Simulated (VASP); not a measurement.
TlCl: single point with PBE

TlCl:

```
Tl Cl
1.0
     3.79363    0.00000    0.00000
     0.00000    3.79363    0.00000
     0.00000    0.00000    3.79363
Tl Cl
1 1
Cartesian
  0.0000 0.0000 0.0000
  1.8968 1.8968 1.8968
```

| Item | Value |
| --- | --- |
| Program | VASP 6.6.1 |
| Task | single point |
| Functional | PBE |
| Potentials or basis | VASP PAW PBE potentials, release 64 (Tl_d, Cl) |
| Cutoff | 500 eV |
| k mesh | 4 × 4 × 4 |
| Occupations | gaussian, width 0.01 eV |
| Spin | no spin polarisation |
| Dipole correction | no |
| Further INCAR settings | ALGO = Normal; EDIFF = 1e-06; NBANDS = 17 |

```yaml
Pressure: 2.3 GPa
Band_gap_on_the_k_mesh: 1.99 eV, direct
```

Levels at points of the mesh, in eV from the valence-band top:
```tsv
k point	band 8	band 9	band 10	band 11	band 12	band 13
(0.00, 0.00, 0.00)	-1.68	-1.68	-1.68	7.75	7.75	7.93
(0.50, 0.00, 0.00)	-1.22	-1.22	0.00	1.99	6.56	6.56
(0.50, 0.50, 0.00)	-3.22	-3.22	-1.18	4.91	4.91	8.42
(0.50, 0.50, 0.50)	-2.18	-2.18	-2.14	2.41	2.41	2.41
```

Wall time 4.3 s on 1 thread of Intel(R) Xeon(R) 6975P-C (Granite Rapids), with other jobs on the host, peak memory 0.14 GiB.

Caveat: spin-orbit coupling is left out, which moves the levels of the heavy elements. A k mesh can miss the band edges.
